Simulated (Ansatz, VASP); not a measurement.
## NbTeS4 in VASP and in Ansatz

The input INCAR:

```
SYSTEM = NbTeS4
  PREC = Accurate
  ENCUT = 600
  EDIFF = 1E-6
  ISMEAR = 0
  SIGMA = 0.1
  LREAL = .FALSE.
  LASPH = .TRUE.
  NELM = 100
  ALGO = Normal
  ISIF = 3
  LWAVE = .FALSE.
  LCHARG = .FALSE.
  GGA = PE
  IBRION = 2
  NSW = 90
  EDIFFG = -0.04
```

The input KPOINTS:

```
Automatic mesh
0
G
  4 4 4
  0 0 0
```

POSCAR

```
NbTeS4
1.0
    4.1114641900     -4.1255489300      0.0000000000
    4.1114641900      4.1255489300      0.0000000000
    0.0000000000      0.0000000000      3.8063479900
Nb Te S
1 1 4
Direct
    0.5000000000      0.5000000000      0.5000000000
    0.0000000000      0.0000000000      0.0000000000
    0.2033679900      0.2033679900      0.5000000000
    0.7966320100      0.7966320100      0.5000000000
    0.6859680000      0.3140320000      0.0000000000
    0.3140320000      0.6859680000      0.0000000000
```

Input for Ansatz:

```yaml
crystal:
  lattice:
    - [4.11146419, -4.12554893, 0.0]
    - [4.11146419, 4.12554893, 0.0]
    - [0.0, 0.0, 3.80634799]
  atoms:
    - { symbol: Nb, position: [0.5, 0.5, 0.5] }
    - { symbol: Te, position: [0.0, 0.0, 0.0] }
    - { symbol: S, position: [0.20336799, 0.20336799, 0.5] }
    - { symbol: S, position: [0.79663201, 0.79663201, 0.5] }
    - { symbol: S, position: [0.685968, 0.314032, 0.0] }
    - { symbol: S, position: [0.314032, 0.685968, 0.0] }
basis:
  ecutwfc: 420
kpoints:
  mp_grid: { grid: [4, 4, 4] }
hamiltonian:
  xc: pbe
scf:
  occupations: { method: gaussian, width: 0.1 }
  lower_state_search: "off"
output:
  forces: true
  stress: true
  eigenvalues: true
relax:
  adjacent_minimum: "off"
  f_tol: 0.04
  max_steps: 70
  cell: { stress_tol: 0.4 }
```

Change from the starting cell: species swapped into the TiSnO4 type (Cmmm, No. 65).

Alike in both runs: task relaxation of cell and atoms; functional PBE; k mesh 4 × 4 × 4; occupations gaussian, width 0.1 eV; no spin polarisation.

|  | VASP | Ansatz |
| --- | --- | --- |
| version | VASP 6.6.1 | Ansatz 0.2.0 |
| potentials or method | VASP PAW PBE potentials, release 64 (Nb_sv, Te, S), cutoff 600 eV | scalar-relativistic, plane waves, PAW |
| valence electrons in the cell | 43 | 53 |

```csv
,VASP,Ansatz,Ansatz less VASP
"gap on the k mesh at the Fermi level, each at its own relaxed structure (eV)",none,none,-
relaxed volume (Å³/atom),23.51,23.40,-0.103
relaxed cell length with the largest relative difference (Å),3.754,3.771,+0.0170
```

A gap of «none» marks a metal or a gap that the smearing closes. VASP's potentials hold 43 valence electrons a cell and Ansatz's 53, so a difference there can come from the potentials and not from the codes.

The k mesh is coarse, so the values compare programs but aren't converged. Spin-orbit coupling is off throughout.
